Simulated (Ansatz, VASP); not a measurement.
**GeW2 in VASP and in Ansatz**

```
CELL_PARAMETERS angstrom
0.00000 3.74507 3.74507
3.74507 0.00000 3.74507
3.74507 3.74507 0.00000
ATOMIC_POSITIONS crystal
Ge 0.75000 0.75000 0.75000
Ge 0.50000 0.50000 0.50000
W 0.12500 0.12500 0.12500
W 0.12500 0.12500 0.62500
W 0.12500 0.62500 0.12500
W 0.62500 0.12500 0.12500
```

Alike in both runs: task relaxation of cell and atoms; functional PBE; k mesh 10 × 10 × 10; occupations gaussian, width 0.1 eV; no spin polarisation.

|  | VASP | Ansatz |
| --- | --- | --- |
| version | VASP 6.6.1 | Ansatz 0.2.0 |
| potentials or method | VASP PAW PBE potentials, release 64 (Ge_d, W_sv), cutoff 600 eV | scalar-relativistic, plane waves, PAW |
| valence electrons in the cell | 84 | 84 |

Ansatz gave:

| Property | Result |
| --- | --- |
| gap on the k mesh at the Fermi level, each at its own relaxed structure (eV) | none |
| relaxed volume (Å³/atom) | 17.65 |
| relaxed cell length with the largest relative difference (Å) | 5.311 |

Question: Which values does VASP return?

Answer: gap on the k mesh at the Fermi level, each at its own relaxed structure (eV): none; relaxed volume (Å³/atom): 17.70; relaxed cell length with the largest relative difference (Å): 5.315.

A gap of «none» marks a metal or a gap that the smearing closes.

Spin-orbit coupling is off throughout.
